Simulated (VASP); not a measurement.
Set up this calculation in VASP 6.6.1, as the native input.

```
Task                            : G0W0 quasiparticle levels
Functional                      : PBE
Potentials or basis             : VASP PAW PBE potentials, release 64 (Ba_sv_GW, O_GW)
Cutoff                          : 500 eV
k mesh                          : 4 × 4 × 4
Occupations                     : gaussian, width 0.01 eV
Spin                            : no spin polarisation
Dipole correction               : no
GW scheme                       : G0W0
GW iterations                   : 1
Cutoff of the response function : 80
Frequency points                : 48
Empty bands                     : 60
Further INCAR settings          : ALGO = EVGW0; EDIFF = 1e-08; NBANDS = 68
```

BaO:

```
Ba O
1.0
     0.00000    2.77187    2.77187
     2.77187    0.00000    2.77187
     2.77187    2.77187    0.00000
Ba O
1 1
Direct
  0.00000 0.00000 0.00000
  0.50000 0.50000 0.50000
```

These files were run (other wordings do the same):

POSCAR

```
BaO
1.0
    0.0000000000      2.7718674917      2.7718674917
    2.7718674917      0.0000000000      2.7718674917
    2.7718674917      2.7718674917      0.0000000000
Ba O
1 1
Direct
    0.0000000000      0.0000000000      0.0000000000
    0.5000000000      0.5000000000      0.5000000000
```

INCAR.step1

```
SYSTEM = BaO
PREC = Accurate
ENCUT = 500
EDIFF = 1E-8
ISMEAR = 0
SIGMA = 0.01
LREAL = .FALSE.
LASPH = .TRUE.
NELM = 80
ALGO = Normal
LWAVE = .TRUE.
LCHARG = .FALSE.
GGA = PE
```

INCAR.step2

```
SYSTEM = BaO
PREC = Accurate
ENCUT = 500
EDIFF = 1E-8
ISMEAR = 0
SIGMA = 0.01
LREAL = .FALSE.
LASPH = .TRUE.
NELM = 1
ALGO = Exact
LWAVE = .TRUE.
LCHARG = .FALSE.
GGA = PE
NBANDS = 68
LOPTICS = .TRUE.
ISTART = 1
```

INCAR.step3

```
SYSTEM = BaO
PREC = Accurate
ENCUT = 500
EDIFF = 1E-8
ISMEAR = 0
SIGMA = 0.01
LREAL = .FALSE.
LASPH = .TRUE.
ALGO = EVGW0
LWAVE = .FALSE.
LCHARG = .FALSE.
GGA = PE
NELMGW = 1
NBANDS = 68
ENCUTGW = 80.0
NOMEGA = 48
PRECFOCK = Fast
ISTART = 1
NBANDSGW = 16
```

KPOINTS

```
regular mesh
0
G
  4 4 4
  0 0 0
```

Potentials or basis: VASP PAW PBE potentials, release 64 (Ba_sv_GW, O_GW).

Run with:

```sh
$ cat potpaw_PBE.64/Ba_sv_GW/POTCAR potpaw_PBE.64/O_GW/POTCAR > POTCAR
$ cp INCAR.step1 INCAR
$ mpirun -np 1 vasp_std > vasp.out
$ cp INCAR.step2 INCAR
$ mpirun -np 1 vasp_std > vasp.out
$ cp INCAR.step3 INCAR
$ mpirun -np 1 vasp_std > vasp.out
```

It gave:

```yaml
Band_gap_on_the_k_mesh_mean-field_level: 2.05 eV, direct
Quasiparticle_gap: 3.03 eV
Least_direct_quasiparticle_gap: 3.03 eV
```

Caveat: the k points lie up to 0.49 Å⁻¹ apart; bands, screening cutoff and mesh are small and nothing is extrapolated, so the quasiparticle values aren't converged; spin-orbit coupling is left out, which moves the levels of the heavy elements.

Run time: 79 s on 1 thread of Intel Xeon 6975P-C, on a shared host, peak memory 0.41 GiB.
